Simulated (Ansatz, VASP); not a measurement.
**BaTiO3: VASP beside Ansatz**

```
CELL_PARAMETERS angstrom
4.15512 0.15839 0.25691
0.30052 2.51609 2.75867
0.07209 -2.99157 3.23147
ATOMIC_POSITIONS crystal
Ba 0.00368 0.01586 0.03561
Ti 0.46585 0.49736 0.54412
O 0.02768 0.50487 0.50820
O 0.48450 0.48489 0.95076
O 0.51829 0.99324 0.45753
```

Change from the starting cell: all atoms moved at random, sigma 0.15 Å a component, cell strained at random, sigma 0.1; relaxed back.

Alike in both runs: functional r2SCAN; k mesh 6 × 6 × 6; occupations gaussian, width 0.05 eV; no spin polarisation.

Ansatz relaxed the structure, and its values are those at the end. VASP's run is a single point on that final structure, the one shown.

```csv
,VASP,Ansatz
version,VASP 6.6.1,Ansatz 0.2.0
potentials or method,"VASP PAW PBE potentials, release 64 (Ba_sv, Ti_sv, O), cutoff 520 eV","scalar-relativistic, plane waves, PAW"
valence electrons in the cell,40,40
```

|  | VASP | Ansatz | Ansatz less VASP |
| --- | --- | --- | --- |
| gap on the k mesh at the Fermi level (eV) | 2.61 | 2.61 | +0.007 |
| least direct gap on the mesh (eV) | 3.16 | 3.15 | -0.008 |
| pressure (GPa) | 6.1 | 4.1 | -1.97 |
| rms of the force components (eV/Å) | 0.074 | 0.001 | -0.0736 |

VASP's potentials were made for PBE, not for r2SCAN. With one functional, cell and mesh, what is left measures potentials, basis and numerics. Ansatz's warnings: stress scf threshold loose.

Spin-orbit coupling is off throughout.
